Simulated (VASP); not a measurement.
# B4HN4 in VASP: single point with PBE+D3(BJ)

Aim: the single point of B4HN4 with PBE+D3(BJ).

All numbers are computed with VASP 6.6.1; they aren't measurements. Logs are shortened: lines on timing, memory, paths and dates and some standing lists are left out, and cuts for length are marked.

**1. The cell of the first run**

The cell holds a slab with vacuum, 9 atoms: a = 5.018 Å, b = 5.018 Å, c = 15.500 Å, α = 90.00°, β = 90.00°, γ = 120.00°.

**2. Single point, PBE+D3(BJ), collinear spin, ferromagnetic start**

The input, INCAR:

```
ALGO = Normal ; DIPOL = 0.5 0.5 0.279
EDIFF = 1E-7 ; ENCUT = 520
GGA = PE ; IDIPOL = 3
ISIF = 2 ; ISMEAR = 0
ISPIN = 2 ; IVDW = 12
LASPH = T ; LCHARG = F
LDIPOL = T ; LORBIT = 11
LREAL = F ; LWAVE = F
MAGMOM = 0 0 0 0 0 0 0 0 1 ; NBANDS = 30
NELM = 150 ; PREC = Accurate
SIGMA = 0.05
```

The input, KPOINTS:

```
k-points
0
Gamma
  6 6 1
```

The input, POSCAR:

```
B4HN4
1.0
    5.0175258509      0.0000000000      0.0000000000
   -2.5087629254      4.3453048510      0.0000000000
    0.0000000000      0.0000000000     15.5000000000
B N H
4 4 1
Direct
    0.0000000000      0.0000000000      0.2580645161
    0.0000000000      0.5000000000      0.2580645161
    0.5000000000      0.0000000000      0.2580645161
    0.5000000000      0.5000000000      0.2580645161
    0.3333333333      0.1666666667      0.2580645161
    0.3333333333      0.6666666667      0.2580645161
    0.8333333333      0.1666666667      0.2580645161
    0.8333333333      0.6666666667      0.2580645161
    0.0000000000      0.0000000000      0.4464987360
```

Potentials or basis: VASP PAW PBE potentials, release 64 (B, N, H).

Run with:

```bash
$ cat potpaw_PBE.64/B/POTCAR potpaw_PBE.64/N/POTCAR potpaw_PBE.64/H/POTCAR > POTCAR
$ mpirun -np 1 vasp_std > vasp.out
```

OUTCAR:

```text
EDIFF = 1E-7
   ENCUT = 520
   GGA = PE
   ISIF = 2
   ISMEAR = 0
   ISPIN = 2
   IVDW = 12
   LASPH = T
   LORBIT = 11
   LREAL = F
   NELM = 150
   PREC = Accurate
 IVDW          = 12

 ion  position               nearest neighbor table
   1  0.000  0.000  0.258-   8 1.45   5 1.45   7 1.45
   2  0.000  0.500  0.258-   7 1.45   6 1.45   8 1.45
   3  0.500  0.000  0.258-   6 1.45   7 1.45   5 1.45
   4  0.500  0.500  0.258-   5 1.45   8 1.45   6 1.45
   5  0.333  0.167  0.258-   4 1.45   1 1.45   3 1.45
   6  0.333  0.667  0.258-   3 1.45   2 1.45   4 1.45
   7  0.833  0.167  0.258-   2 1.45   3 1.45   1 1.45
   8  0.833  0.667  0.258-   1 1.45   4 1.45   2 1.45
   9  0.000  0.000  0.446-

  LATTYP: Found a hexagonal cell.
 ALAT       =     5.0175258509
 C/A-ratio  =     3.0891719267

  Lattice vectors:

 A1 = (   5.0175258509,   0.0000000000,   0.0000000000)
 A2 = (  -2.5087629254,   4.3453048510,   0.0000000000)
 A3 = (   0.0000000000,   0.0000000000,  15.5000000000)

Analysis of symmetry for initial positions (statically):
=====================================================================
 Subroutine PRICEL returns:
 Original cell was already a primitive cell.

 Routine SETGRP: Setting up the symmetry group for a
 hexagonal supercell.

 Subroutine GETGRP returns: Found  6 space group operations
 (whereof  6 operations were pure point group operations)
 out of a pool of 24 trial point group operations.

The static configuration has the point symmetry C_3v.

Analysis of symmetry for dynamics (positions and initial velocities):
=====================================================================
 Subroutine PRICEL returns:
 Original cell was already a primitive cell.

 Routine SETGRP: Setting up the symmetry group for a
 hexagonal supercell.

 Subroutine GETGRP returns: Found  6 space group operations
 (whereof  6 operations were pure point group operations)
 out of a pool of 24 trial point group operations.

The dynamic configuration has the point symmetry C_3v.

Analysis of structural, dynamic, and magnetic symmetry:
=====================================================================
 Subroutine PRICEL returns:
 Original cell was already a primitive cell.

 Routine SETGRP: Setting up the symmetry group for a
 hexagonal supercell.

 Subroutine GETGRP returns: Found  6 space group operations
 (whereof  6 operations were pure point group operations)
 out of a pool of 24 trial point group operations.

The overall configuration has the point symmetry C_3v.

 Subroutine INISYM returns: Found  6 space group operations
 (whereof  6 operations are pure point group operations),
 and found     1 'primitive' translations

----------------------------------------------------------------------------------------

                                     Primitive cell

  volume of cell :     337.9415

  direct lattice vectors                    reciprocal lattice vectors
     5.017525851  0.000000000  0.000000000     0.199301415  0.115066725  0.000000000
    -2.508762925  4.345304851  0.000000000     0.000000000  0.230133451  0.000000000
     0.000000000  0.000000000 15.500000000     0.000000000  0.000000000  0.064516129

  length of vectors
     5.017525851  5.017525851 15.500000000     0.230133451  0.230133451  0.064516129

  position of ions in fractional coordinates (direct lattice)
     0.000000000  0.000000000  0.258064516
     0.000000000  0.500000000  0.258064516
     0.500000000  0.000000000  0.258064516
     0.500000000  0.500000000  0.258064516
     0.333333333  0.166666667  0.258064516
     0.333333333  0.666666667  0.258064516
     0.833333333  0.166666667  0.258064516
     0.833333333  0.666666667  0.258064516
     0.000000000  0.000000000  0.446498736

  ion indices of the primitive-cell ions
   primitive index   ion index
                 1           1
                 2           2
                 3           3
                 4           4
                 5           5
                 6           6
                 7           7
                 8           8
                 9           9

----------------------------------------------------------------------------------------

 KPOINTS: k-points

Automatic generation of k-mesh.
 Grid dimensions read from file:
 generate k-points for:    6    6    1

 Generating k-lattice:

  Cartesian coordinates                     Fractional coordinates (reciprocal lattice)
     0.033216902  0.019177788  0.000000000     0.166666667  0.000000000  0.000000000
     0.000000000  0.038355575  0.000000000     0.000000000  0.166666667  0.000000000
     0.000000000  0.000000000  0.064516129     0.000000000  0.000000000  1.000000000

  Length of vectors
     0.038355575  0.038355575  0.064516129

  Shift w.r.t. Gamma in fractional coordinates (k-lattice)
     0.000000000  0.000000000  0.000000000

 Subroutine IBZKPT returns following result:
 ===========================================

 Found      7 irreducible k-points:

 Following reciprocal coordinates:
            Coordinates               Weight
  0.000000  0.000000  0.000000      1.000000
  0.166667 -0.000000  0.000000      6.000000
  0.333333  0.000000  0.000000      6.000000
  0.500000 -0.000000  0.000000      3.000000
  0.166667  0.166667  0.000000      6.000000
  0.333333  0.166667  0.000000     12.000000
  0.333333  0.333333  0.000000      2.000000
   k-points           NKPTS =      7   k-points in BZ     NKDIM =      7   number of bands    NBANDS=     30
   number of dos      NEDOS =    301   number of ions     NIONS =      9
   total plane-waves  NPLWV = 192000
   dimension x,y,z NGX =    40 NGY =   40 NGZ =  120
   dimension x,y,z NGXF=    80 NGYF=   80 NGZF=  240
   ions per type =               4   4   1
   NGX,Y,Z   is equivalent  to a cutoff of  13.25, 13.25, 12.87 a.u.
   NGXF,Y,Z  is equivalent  to a cutoff of  26.51, 26.51, 25.74 a.u.
 SYSTEM =  unknown system
   PREC   = accura    normal or accurate (medium, high low for compatibility)
   ISTART =      0    job   : 0-new  1-cont  2-samecut
   ICHARG =      2    charge: 1-file 2-atom 10-const
   ISPIN  =      2    spin polarized calculation?
   LNONCOLLINEAR =      F non collinear calculations
   LSORBIT =      F    spin-orbit coupling
   LASPH  =      T    aspherical Exc in radial PAW
   ENCUT  =  520.0 eV  38.22 Ry    6.18 a.u.   9.33  9.33 28.82*2*pi/ulx,y,z
   NELM   =    150;   NELMIN=  2; NELMDL= -5     # of ELM steps
   EDIFF  = 0.1E-06   stopping-criterion for ELM
   LREAL  =      F    real-space projection
   EDIFFG = 0.1E-05   stopping-criterion for IOM
   NSW    =      0    number of steps for IOM
   IBRION =     -1    ionic relax: 0-MD 1-quasi-New 2-CG
   NFREE  =      0    steps in history (QN), initial steepest desc. (CG)
   ISIF   =      2    stress and relaxation
   ISYM   =      2    0-nonsym 1-usesym 2-fastsym
   POTIM  = 0.5000    time-step for ionic-motion
   TEBEG  =    0.0;   TEEND  =   0.0 temperature during run
   PSTRESS=    0.0 pullay stress
   NELECT =      33.0000    total number of electrons
   NUPDOWN=      -1.0000    fix difference up-down
   EMIN   =  10.00;   EMAX   =-10.00  energy-range for DOS
   EFERMI =   0.00;   METHOD = LEGACY
   ISMEAR =     0;   SIGMA  =   0.05  broadening in eV -4-tet -1-fermi 0-gaus
   EFERMI_NEDOS =   21; number of points for ismear=-14 and -15
   IALGO  =     38    algorithm
   IMIX   =      4    mixing-type and parameters
     AMIX     =   0.40;   BMIX     =  1.00
     AMIX_MAG =   1.60;   BMIX_MAG =  1.00
  volume/ion in A,a.u.               =      37.55       253.39
  Fermi-wavevector in a.u.,A,eV,Ry     =   0.753874  1.424616  7.732552  0.568327
  Thomas-Fermi vector in A             =   1.851413
   LORBIT       =     11    0 simple, 1 ext, 2 COOP (PROOUT), +10 PAW based schemes
   GGA     = PE    functional components
   LHFCALC =     F    Hartree Fock is set to
   AEXX    =    0.0000 exact exchange contribution
   IVDW    =    12    specifies the selected vdW correction
   LEPSILON=     F    determine dielectric tensor
   LRPA    =     F    only Hartree local field effects (RPA)
 spin polarized calculation
 Gauss-broadening in eV      SIGMA  =   0.05
  energy-cutoff  :      520.00
  volume of cell :      337.94
 maximum number of plane-waves:      9117
 NGX is ok and might be reduce to    40
   NGX = 19   NGY = 19   NGZ = 57

 dipolmoment           0.000000      0.000000     -0.001715 electrons x Angstroem

 number of electron      32.9999998 magnetization       1.0000000

 dipolmoment           0.000000      0.000000      0.006619 electrons x Angstroem

 Free energy of the ion-electron system (eV)
  ---------------------------------------------------
  ext. energy  EPLUGINS =         0.00000000
  ---------------------------------------------------
  free energy    TOTEN  =       -71.51511188 eV

  energy without entropy =      -71.51511188  energy(sigma->0) =      -71.51511188

 E-fermi :  -3.7549     XC(G=0):  -2.9748

 val. band max:       -4.0282847107   @ k =   0.3333   0.3333   0.0000
 cond. band min:      -0.2584395266   @ k =   0.0000   0.0000   0.0000
 fundamental gap:      3.7698451841
 Fermi energy:        -3.7548510962

 spin component 1

 k-point     1 :       0.0000    0.0000    0.0000
  band No.  band energies     occupation
      1     -21.6706      1.00000
      2     -18.6028      1.00000
      3     -18.6028      1.00000
      4     -18.6002      1.00000
      5     -12.9029      1.00000
      6     -12.8998      1.00000
[... 20 lines left out ...]
     27       5.6127      0.00000
     28       5.6904      0.00000
[... 156 lines left out ...]
 k-point     7 :       0.3333    0.3333    0.0000
  band No.  band energies     occupation
      1     -20.1668      1.00000
      2     -20.1658      1.00000
      3     -20.1636      1.00000
      4     -18.0248      1.00000
      5     -11.9121      1.00000
      6     -11.1924      1.00000
[... 20 lines left out ...]
     27       4.4280      0.00000
     28       4.7551      0.00000
 Fermi energy:        -3.7548510962

 spin component 2

 k-point     1 :       0.0000    0.0000    0.0000
  band No.  band energies     occupation
      1     -21.6672      1.00000
      2     -18.5986      1.00000
      3     -18.5969      1.00000
      4     -18.5969      1.00000
      5     -12.9007      1.00000
      6     -12.8987      1.00000
[... 20 lines left out ...]
     27       5.6572      0.00000
     28       5.9998      0.00000
[... 156 lines left out ...]
 k-point     7 :       0.3333    0.3333    0.0000
  band No.  band energies     occupation
      1     -20.1622      1.00000
      2     -20.1620      1.00000
      3     -20.1608      1.00000
      4     -18.0200      1.00000
      5     -11.9106      1.00000
      6     -11.1906      1.00000
[... 20 lines left out ...]
     27       4.8240      0.00000
     28       4.9371      0.00000
 [bands above 28 left out]

------------------------ aborting loop because EDIFF is reached ----------------------------------------

 vacuum level on the upper side and lower side of the slab       (xc-potential included)        -0.053        -0.085

 Edisp (eV)   -0.66501

 E8    (eV) :    -0.2084

  FORCE on cell =-STRESS in cart. coord.  units (eV):
  Direction    XX          YY          ZZ          XY          YZ          ZX
  --------------------------------------------------------------------------------------
  -------------------------------------------------------------------------------------
  Total       0.03263     0.03263    -0.08752     0.00000    -0.00000    -0.00000
  in kB       0.15468     0.15468    -0.41493     0.00000    -0.00000    -0.00000
  external pressure =       -0.04 kB  Pullay stress =        0.00 kB

 VOLUME and BASIS-vectors are now :
 -----------------------------------------------------------------------------
  energy-cutoff  :      520.00
  volume of cell :      337.94
      direct lattice vectors                 reciprocal lattice vectors
     5.017525851  0.000000000  0.000000000     0.199301415  0.115066725  0.000000000
    -2.508762925  4.345304851  0.000000000     0.000000000  0.230133451  0.000000000
     0.000000000  0.000000000 15.500000000     0.000000000  0.000000000  0.064516129

 POSITION                                       TOTAL-FORCE (eV/Angst)
 -----------------------------------------------------------------------------------
      0.00000      0.00000      4.00000        -0.000000      0.000000      0.013714
     -1.25438      2.17265      4.00000         0.000977      0.000564      0.006634
      2.50876      0.00000      4.00000        -0.000000     -0.001128      0.006634
      1.25438      2.17265      4.00000        -0.000977      0.000564      0.006634
      1.25438      0.72422      4.00000         0.005360      0.003095     -0.013095
     -0.00000      2.89687      4.00000        -0.000000      0.000000      0.004604
      3.76314      0.72422      4.00000        -0.005360      0.003095     -0.013095
      2.50876      2.89687      4.00000        -0.000000     -0.006189     -0.013095
      0.00000      0.00000      6.92073        -0.000000     -0.000000      0.001065
 -----------------------------------------------------------------------------------
    total drift:                               -0.000004      0.000002     -0.000146

  FREE ENERGIE OF THE ION-ELECTRON SYSTEM (eV)
  ---------------------------------------------------
  free  energy   TOTEN  =       -72.1801184200 eV

  energy  without entropy=      -72.1801184200  energy(sigma->0) =      -72.18011842

 vacuum level on the upper side and lower side of the slab         1.727         1.715

 total charge

# of ion       s       p       d       tot
------------------------------------------
    1        0.742   1.419   0.000   2.161
    2        0.742   1.420   0.000   2.162
    3        0.742   1.420   0.000   2.162
    4        0.742   1.420   0.000   2.162
    5        1.225   2.791   0.000   4.015
    6        1.224   2.791   0.000   4.015
    7        1.225   2.791   0.000   4.015
    8        1.225   2.791   0.000   4.015
    9        0.380   0.000   0.000   0.380
--------------------------------------------------
tot          8.246  16.841   0.000  25.088

 magnetization (x)

# of ion       s       p       d       tot
------------------------------------------
    1        0.000  -0.001   0.000  -0.001
    2       -0.000   0.000   0.000   0.000
    3       -0.000   0.000   0.000   0.000
    4       -0.000   0.000   0.000   0.000
    5        0.000   0.003   0.000   0.004
    6        0.000   0.000   0.000   0.000
    7        0.000   0.003   0.000   0.004
    8        0.000   0.003   0.000   0.004
    9        0.379   0.000   0.000   0.379
--------------------------------------------------
tot          0.380   0.010   0.000   0.390
```

It took 4.6 min on 1 thread of Intel Xeon Platinum 8488C (Sapphire Rapids), shared host; peak memory 0.64 GiB.

What came out:

```yaml
Free_energy: -72.1801 eV
Largest_force: 0.014 eV/Å
Band_gap_on_the_k_mesh: 3.77 eV, indirect (least direct gap 4.60 eV)
Net_moment: 1.00 μB per cell
Site_moments: B -0.00, +0.00; N +0.00; H +0.38 μB
Valence_electrons_inside_the_program's_atomic_spheres: B 2.16; N 4.01; H 0.38
Dispersion_energy_per_atom: -0.074 eV
```

Forces in eV/Å, atoms in the order of the input:
```
B    0.000  0.000  0.014
B    0.001  0.001  0.007
B    0.000 -0.001  0.007
B   -0.001  0.001  0.007
N    0.005  0.003 -0.013
N    0.000  0.000  0.005
N   -0.005  0.003 -0.013
N    0.000 -0.006 -0.013
H    0.000  0.000  0.001
```
